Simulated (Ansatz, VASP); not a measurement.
B2SbP3 in VASP and in Ansatz

```xyz
6
Lattice="3.1600 0.0000 0.0000 -1.5800 2.7367 0.0000 0.0000 0.0000 10.0713" Properties=species:S:1:pos:R:3 pbc="T T T"
B     0.0000    1.8244    6.5938
B     1.5800    0.9122    3.4774
Sb    0.0000    0.0000    0.0000
P     0.0000    0.0000    5.0356
P     0.0000    1.8244    2.6854
P     1.5800    0.9122    7.3859
```

Change from the starting cell: species swapped into the In3SbTe2 type (P-3m1, No. 164).

Alike in both runs: functional PBE; k mesh 12 × 12 × 4; occupations gaussian, width 0.1 eV; no spin polarisation.

Ansatz relaxed the structure, and its values are those at the end. VASP's run is a single point on that final structure, the one shown.

```csv
,VASP,Ansatz
version,VASP 6.6.1,Ansatz 0.2.0
potentials or method,"VASP PAW PBE potentials, release 64 (B, Sb, P), cutoff 520 eV","scalar-relativistic, plane waves, PAW"
valence electrons in the cell,26,36
```

|  | VASP | Ansatz | Ansatz less VASP |
| --- | --- | --- | --- |
| gap on the k mesh at the Fermi level (eV) | none | none | - |
| pressure (GPa) | -0.2 | 0.0 | +0.20 |
| rms of the force components (eV/Å) | 0.004 | 0.001 | -0.0028 |

A gap of «none» marks a metal or a gap that the smearing closes. With one functional, cell and mesh, what is left measures potentials, basis and numerics. VASP's potentials hold 26 valence electrons a cell and Ansatz's 36, so a difference there can come from the potentials and not from the codes.

Spin-orbit coupling is off throughout.
